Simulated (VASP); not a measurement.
Set up this calculation in VASP 6.6.1, as the native input.

| Property | Result |
| --- | --- |
| Task | single point |
| Functional | PBE |
| Potentials or basis | VASP PAW PBE potentials, release 64 (In_d) |
| Cutoff | 520 eV |
| k mesh | 20 × 20 × 20 |
| Occupations | gaussian, width 0.15 eV |
| Spin | no spin polarisation |
| Dipole correction | no |
| Further INCAR settings | ALGO = Fast; EDIFF = 1e-06; NBANDS = 12 |

The structure of In lies in POSCAR:

```
In
1.0
   -1.6749345000      1.6749345000      2.5110592500
    1.6749345000     -1.6749345000      2.5110592500
    1.6749345000      1.6749345000     -2.5110592500
In
1
Direct
    0.0000000000      0.0000000000      0.0000000000
```

This cell differs from its parent crystal: strain +0.030 along x and y, +0.015 along z.

These files were run (other wordings do the same):

INCAR

```
PREC     = Accurate       # precision mode
ENCUT    = 520            # plane-wave cutoff, eV
EDIFF    = 1E-6           # SCF threshold, eV
ISMEAR   = 0              # smearing method
SIGMA    = 0.15           # smearing width, eV
LREAL    = False          # projectors in reciprocal space
LASPH    = True           # aspherical terms in the spheres
NELM     = 80             # most SCF steps
ALGO     = Fast           # electronic algorithm
ISIF     = 2              # what is computed and relaxed
LWAVE    = False          # write WAVECAR
LCHARG   = False          # write CHGCAR
GGA      = PE             # functional
NBANDS   = 12             # bands
```

KPOINTS

```
Automatic mesh
0
Gamma
  20 20 20
```

Potentials or basis: VASP PAW PBE potentials, release 64 (In_d).

Command:

```sh
$ cat potpaw_PBE.64/In_d/POTCAR > POTCAR
$ mpirun -np 1 vasp_std > vasp.out
```

It gave:

The pressure is -0.8 GPa.

Caveat: the cell differs from its parent crystal (strain +0.030 along x and y, +0.015 along z).

Run time: 2.8 min on 1 thread of AMD EPYC 9R45 96-Core Processor (Zen 5), with other jobs on the host, peak memory 0.29 GiB.
